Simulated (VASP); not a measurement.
Write the native input for VASP 6.6.1 that does the following.

```
Task                   : single point
Functional             : PBE
Potentials or basis    : VASP PAW PBE potentials, release 64 (Sc_sv, B, P)
Cutoff                 : 520 eV
k mesh                 : 12 × 12 × 12
Occupations            : gaussian, width 0.1 eV
Spin                   : no spin polarisation
Dipole correction      : no
Further INCAR settings : ALGO = Normal; EDIFF = 1e-06; NBANDS = 32
```

The structure of Sc3BP2 lies in POSCAR:

```
Sc3BP2
1.0
    1.9148464836      1.1055371328      8.1854364157
   -1.9148464836      1.1055371328      8.1854364157
    0.0000000000     -2.2110742655      8.1854364157
Sc B P
3 1 2
Direct
    0.5000000000      0.5000000000      0.5000000000
    0.2855485363      0.2855485363      0.2855485363
    0.7144514637      0.7144514637      0.7144514637
    0.0000000000      0.0000000000      0.0000000000
    0.1054524671      0.1054524671      0.1054524671
    0.8945475329      0.8945475329      0.8945475329
```

One way to write it, as run:

INCAR

```
PREC = Accurate
ENCUT = 520
EDIFF = 1E-6
ISMEAR = 0
SIGMA = 0.1
LREAL = False
LASPH = True
NELM = 100
ALGO = Normal
ISIF = 2
LWAVE = False
LCHARG = False
GGA = PE
NBANDS = 32
```

KPOINTS

```
regular mesh
0
Gamma
  12 12 12
```

Potentials or basis: VASP PAW PBE potentials, release 64 (Sc_sv, B, P).

Launch:

```sh
$ cat potpaw_PBE.64/Sc_sv/POTCAR potpaw_PBE.64/B/POTCAR potpaw_PBE.64/P/POTCAR > POTCAR
$ mpirun -np 1 vasp_std > vasp.out
```

It gave:

| Item | Value |
| --- | --- |
| Pressure | 0.2 GPa |
| Band gap on the k mesh | zero (bands 23 and 24 overlap by 0.66 eV) |

Wall time 27 min on 1 thread of Intel(R) Xeon(R) 6975P-C (Granite Rapids) (shared host), peak memory 0.92 GiB.
